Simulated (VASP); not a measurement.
# Ir (Fm-3m) in VASP: notebook

The runs below take Ir through single point, with PBE.

Program: VASP 6.6.1. These are calculated values, not measurements. Logs are shortened: lines on timing, memory, paths and dates and some standing lists are left out, and cuts for length are marked.

## (1) The cell of the first run

The structure is cubic, space group Fm-3m (No. 225). The conventional cell has a = 3.872 Å, b = 3.872 Å, c = 3.872 Å, α = 90.00°, β = 90.00°, γ = 90.00°. Ir (site symmetry m-3m) has 12 Ir at 2.74 Å within 3.6 Å.

## (2) Single point, PBE

File INCAR:

```
PREC     = Accurate       # precision mode
ENCUT    = 520            # plane-wave cutoff, eV
EDIFF    = 1E-6           # SCF threshold, eV
ISMEAR   = 1              # smearing method
SIGMA    = 0.6            # smearing width, eV
LREAL    = False          # projectors in reciprocal space
LASPH    = True           # aspherical terms in the spheres
NELM     = 100            # most SCF steps
ALGO     = Normal         # electronic algorithm
ISIF     = 2              # what is computed and relaxed
LWAVE    = False          # write WAVECAR
LCHARG   = False          # write CHGCAR
GGA      = PE             # functional
NBANDS   = 10             # bands
```

File KPOINTS:

```
Automatic mesh
0
Gamma
  14 14 14
```

File POSCAR:

```
Ir
1.0
    0.0000000000      1.9360622002      1.9360622002
    1.9360622002      0.0000000000      1.9360622002
    1.9360622002      1.9360622002      0.0000000000
Ir
1
Direct
    0.0000000000      0.0000000000      0.0000000000
```

Potentials or basis: VASP PAW PBE potentials, release 64 (Ir).

Started as:

```console
$ cat potpaw_PBE.64/Ir/POTCAR > POTCAR
$ mpirun -np 1 vasp_std > vasp.out
```

OUTCAR:

```text
PREC = Accurate
   ENCUT = 520
   EDIFF = 1E-6
   ISMEAR = 1
   LREAL = False
   LASPH = True
   NELM = 100
   ISIF = 2
   GGA = PE

 ion  position               nearest neighbor table
   1  0.000  0.000  0.000-

  LATTYP: Found a face centered cubic cell.
 ALAT       =     3.8721244004

  Lattice vectors:

 A1 = (   0.0000000000,   1.9360622002,   1.9360622002)
 A2 = (   1.9360622002,   0.0000000000,   1.9360622002)
 A3 = (   1.9360622002,   1.9360622002,   0.0000000000)

Analysis of symmetry for initial positions (statically):
=====================================================================
 Subroutine PRICEL returns:
 Original cell was already a primitive cell.

 Routine SETGRP: Setting up the symmetry group for a
 face centered cubic supercell.

 Subroutine GETGRP returns: Found 48 space group operations
 (whereof 48 operations were pure point group operations)
 out of a pool of 48 trial point group operations.

The static configuration has the point symmetry O_h .

Analysis of symmetry for dynamics (positions and initial velocities):
=====================================================================
 Subroutine PRICEL returns:
 Original cell was already a primitive cell.

 Routine SETGRP: Setting up the symmetry group for a
 face centered cubic supercell.

 Subroutine GETGRP returns: Found 48 space group operations
 (whereof 48 operations were pure point group operations)
 out of a pool of 48 trial point group operations.

The dynamic configuration has the point symmetry O_h .

 Subroutine INISYM returns: Found 48 space group operations
 (whereof 48 operations are pure point group operations),
 and found     1 'primitive' translations

----------------------------------------------------------------------------------------

                                     Primitive cell

  volume of cell :      14.5140

  direct lattice vectors                    reciprocal lattice vectors
     0.000000000  1.936062200  1.936062200    -0.258256166  0.258256166  0.258256166
     1.936062200  0.000000000  1.936062200     0.258256166 -0.258256166  0.258256166
     1.936062200  1.936062200  0.000000000     0.258256166  0.258256166 -0.258256166

  length of vectors
     2.738005421  2.738005421  2.738005421     0.447312800  0.447312800  0.447312800

  position of ions in fractional coordinates (direct lattice)
     0.000000000  0.000000000  0.000000000

  ion indices of the primitive-cell ions
   primitive index   ion index
                 1           1

----------------------------------------------------------------------------------------

 KPOINTS: Automatic mesh

Automatic generation of k-mesh.
 Grid dimensions read from file:
 generate k-points for:   14   14   14

 Generating k-lattice:

  Cartesian coordinates                     Fractional coordinates (reciprocal lattice)
    -0.018446869  0.018446869  0.018446869     0.071428571  0.000000000  0.000000000
     0.018446869 -0.018446869  0.018446869     0.000000000  0.071428571  0.000000000
     0.018446869  0.018446869 -0.018446869     0.000000000  0.000000000  0.071428571

  Length of vectors
     0.031950914  0.031950914  0.031950914

  Shift w.r.t. Gamma in fractional coordinates (k-lattice)
     0.000000000  0.000000000  0.000000000

 Subroutine IBZKPT returns following result:
 ===========================================

 Found    104 irreducible k-points:

 Following reciprocal coordinates:
            Coordinates               Weight
  0.000000  0.000000  0.000000      1.000000
  0.071429  0.000000  0.000000      8.000000
  0.142857  0.000000  0.000000      8.000000
  0.214286  0.000000  0.000000      8.000000
  0.285714  0.000000  0.000000      8.000000
  0.357143  0.000000  0.000000      8.000000
[... 16 lines left out ...]
  0.214286  0.142857  0.000000     24.000000
  0.285714  0.142857  0.000000     24.000000
 [... further k-points ...]
   k-points           NKPTS =    104   k-points in BZ     NKDIM =    104   number of bands    NBANDS=     10
   number of dos      NEDOS =    301   number of ions     NIONS =      1
   total plane-waves  NPLWV =   8000
   dimension x,y,z NGX =    20 NGY =   20 NGZ =   20
   dimension x,y,z NGXF=    40 NGYF=   40 NGZF=   40
   ions per type =               1
   NGX,Y,Z   is equivalent  to a cutoff of  12.14, 12.14, 12.14 a.u.
   NGXF,Y,Z  is equivalent  to a cutoff of  24.29, 24.29, 24.29 a.u.
 SYSTEM =  unknown system
   PREC   = accura    normal or accurate (medium, high low for compatibility)
   ISTART =      0    job   : 0-new  1-cont  2-samecut
   ICHARG =      2    charge: 1-file 2-atom 10-const
   ISPIN  =      1    spin polarized calculation?
   LNONCOLLINEAR =      F non collinear calculations
   LSORBIT =      F    spin-orbit coupling
   LASPH  =      T    aspherical Exc in radial PAW
   ENCUT  =  520.0 eV  38.22 Ry    6.18 a.u.   5.09  5.09  5.09*2*pi/ulx,y,z
   NELM   =    100;   NELMIN=  2; NELMDL= -5     # of ELM steps
   EDIFF  = 0.1E-05   stopping-criterion for ELM
   LREAL  =      F    real-space projection
   EDIFFG = 0.1E-04   stopping-criterion for IOM
   NSW    =      0    number of steps for IOM
   IBRION =     -1    ionic relax: 0-MD 1-quasi-New 2-CG
   NFREE  =      0    steps in history (QN), initial steepest desc. (CG)
   ISIF   =      2    stress and relaxation
   ISYM   =      2    0-nonsym 1-usesym 2-fastsym
   POTIM  = 0.5000    time-step for ionic-motion
   TEBEG  =    0.0;   TEEND  =   0.0 temperature during run
   PSTRESS=    0.0 pullay stress
   NELECT =       9.0000    total number of electrons
   NUPDOWN=      -1.0000    fix difference up-down
   EMIN   =  10.00;   EMAX   =-10.00  energy-range for DOS
   EFERMI =   0.00;   METHOD = LEGACY
   ISMEAR =     1;   SIGMA  =   0.60  broadening in eV -4-tet -1-fermi 0-gaus
   EFERMI_NEDOS =   21; number of points for ismear=-14 and -15
   IALGO  =     38    algorithm
   IMIX   =      4    mixing-type and parameters
     AMIX     =   0.40;   BMIX     =  1.00
     AMIX_MAG =   1.60;   BMIX_MAG =  1.00
  volume/ion in A,a.u.               =      14.51        97.95
  Fermi-wavevector in a.u.,A,eV,Ry     =   1.396024  2.638104 26.516181  1.948884
  Thomas-Fermi vector in A             =   2.519419
   LORBIT       =      0    0 simple, 1 ext, 2 COOP (PROOUT), +10 PAW based schemes
   GGA     = PE    functional components
   LHFCALC =     F    Hartree Fock is set to
   AEXX    =    0.0000 exact exchange contribution
   IVDW    =     0    specifies the selected vdW correction
   LEPSILON=     F    determine dielectric tensor
   LRPA    =     F    only Hartree local field effects (RPA)
 non-spin polarized calculation
 Methfessel and Paxton  Order N= 1 SIGMA  =   0.60
  energy-cutoff  :      520.00
  volume of cell :       14.51
 maximum number of plane-waves:       399
   NGX = 11   NGY = 11   NGZ = 11

 number of electron       9.0000000 magnetization

 Free energy of the ion-electron system (eV)
  ---------------------------------------------------
  ext. energy  EPLUGINS =         0.00000000
  ---------------------------------------------------
  free energy    TOTEN  =        -8.84284092 eV

  energy without entropy =       -8.84424183  energy(sigma->0) =       -8.84330789

 E-fermi :   9.9360     XC(G=0): -13.8363

 val. band max:        9.9353724894   @ k =  -0.3571   0.2857   0.0000
 cond. band min:       9.9494160546   @ k =   0.2857   0.2857   0.0000
 fundamental gap:      0.0140435653
 Fermi energy:         9.9359553400

 k-point     1 :       0.0000    0.0000    0.0000
  band No.  band energies     occupation
      1      -0.8783      2.00000
      2       6.2294      2.00000
      3       6.2294      2.00000
      4       6.2294      2.00000
      5       8.8100      2.02333
      6       8.8100      2.02334
      7      24.3409      0.00000
      8      29.7750      0.00000
      9      29.7750      0.00000
     10      29.7750      0.00000

 k-point     2 :       0.0714    0.0000    0.0000
  band No.  band energies     occupation
      1      -0.6581      2.00000
      2       6.1153      2.00000
      3       6.3232      2.00000
      4       6.3232      2.00000
      5       8.7517      2.01739
      6       8.7517      2.01739
      7      24.7145      0.00000
      8      28.6538      0.00000
      9      30.1328      0.00000
     10      30.1328      0.00000

 k-point     3 :       0.1429    0.0000    0.0000
  band No.  band energies     occupation
      1      -0.0356      2.00000
      2       5.8542      2.00000
      3       6.5413      2.00000
      4       6.5413      2.00000
      5       8.6613      2.01048
      6       8.6613      2.01048
      7      25.6603      0.00000
      8      26.7076      0.00000
      9      31.1498      0.00000
     10      31.1498      0.00000

 k-point     4 :       0.2143    0.0000    0.0000
  band No.  band energies     occupation
      1       0.8455      2.00000
      2       5.6767      2.00000
      3       6.6798      2.00000
      4       6.6798      2.00000
      5       8.7827      2.02040
      6       8.7827      2.02040
      7      24.6601      0.00000
      8      26.5956      0.00000
      9      32.6381      0.00000
     10      32.6381      0.00000

 k-point     5 :       0.2857    0.0000    0.0000
  band No.  band energies     occupation
      1       1.6591      2.00000
      2       5.9634      2.00000
      3       6.5823      2.00000
      4       6.5823      2.00000
      5       9.2835      2.06397
      6       9.2835      2.06397
      7      22.5729      0.00000
      8      26.2117      0.00000
      9      33.4221      0.00000
     10      33.4221      0.00000

 k-point     6 :       0.3571    0.0000    0.0000
  band No.  band energies     occupation
      1       2.0590      2.00000
      2       6.3709      2.00000
      3       6.3709      2.00000
      4       7.0171      2.00000
      5       9.9820      0.87050
      6       9.9820      0.87050
      7      20.2502     -0.00000
      8      25.0091      0.00000
      9      31.5845      0.00000
     10      31.5845      0.00000
[... 183 lines left out ...]
 k-point    21 :      -0.0714    0.0714    0.0000
  band No.  band energies     occupation
      1      -0.3015      2.00000
      2       5.9132      2.00000
      3       6.4563      2.00000
      4       6.5098      2.00000
      5       8.4993      2.00366
      6       8.8558      2.02884
      7      25.2956      0.00000
      8      27.7166      0.00000
      9      29.9492      0.00000
     10      31.0570      0.00000

 k-point    22 :       0.1429    0.1429    0.0000
  band No.  band energies     occupation
      1       0.2537      2.00000
      2       5.4379      2.00000
      3       6.8809      2.00000
      4       6.8809      2.00000
      5       7.9115      2.00002
      6       9.1421      2.06832
      7      26.2414      0.00000
      8      28.0107      0.00000
      9      29.8672      0.00000
     10      29.8672      0.00000

 k-point    23 :       0.2143    0.1429    0.0000
  band No.  band energies     occupation
      1       0.9428      2.00000
      2       5.1088      2.00000
      3       7.0043      2.00000
      4       7.1854      2.00000
      5       7.8380      2.00001
      6       9.3330      2.05127
      7      26.7484      0.00000
      8      27.2463      0.00000
      9      29.8034      0.00000
     10      30.3884      0.00000

 k-point    24 :       0.2857    0.1429    0.0000
  band No.  band energies     occupation
      1       1.8126      2.00000
      2       4.9334      2.00000
      3       6.5918      2.00000
      4       7.3040      2.00000
      5       8.5960      2.00701
      6       9.7203      1.56688
      7      24.7082      0.00000
      8      27.6380      0.00000
      9      29.6360      0.00000
     10      30.7148      0.00000

 [... further k-points ...]
[... 5 lines left out ...]
  --------------------------------------------------------------------------------------
  -------------------------------------------------------------------------------------
  Total        0.0101322      0.0101322      0.0101322      0.0000000     -0.0000000      0.0000000
  in kB        1.1184791      1.1184791      1.1184791      0.0000000     -0.0000000      0.0000000
  external PRESSURE =       1.1184791 kB  Pullay stress =       0.0000000 kB

 VOLUME and BASIS-vectors are now :
 -----------------------------------------------------------------------------
  energy-cutoff  :      520.00
  volume of cell :       14.51
      direct lattice vectors                 reciprocal lattice vectors
     0.000000000  1.936062200  1.936062200    -0.258256166  0.258256166  0.258256166
     1.936062200  0.000000000  1.936062200     0.258256166 -0.258256166  0.258256166
     1.936062200  1.936062200  0.000000000     0.258256166  0.258256166 -0.258256166

 POSITION                                       TOTAL-FORCE (eV/Angst)
 -----------------------------------------------------------------------------------
      0.00000      0.00000      0.00000        -0.000000      0.000000     -0.000000
 -----------------------------------------------------------------------------------
    total drift:                                0.000000      0.000000     -0.000000

  FREE ENERGIE OF THE ION-ELECTRON SYSTEM (eV)
  ---------------------------------------------------
  free  energy   TOTEN  =        -8.8428409226 eV

  energy  without entropy=       -8.8442418322  energy(sigma->0) =       -8.84330789
```

It used 8.5 s of CPU time on 1 thread of Intel Xeon 6975P-C (shared host).

Results:

```
Free energy : -8.8428 eV
Pressure    : 0.1 GPa
```

Caveat: spin-orbit coupling is left out, which moves the levels of the heavy elements.

(Part 1 of 2 ends here.)
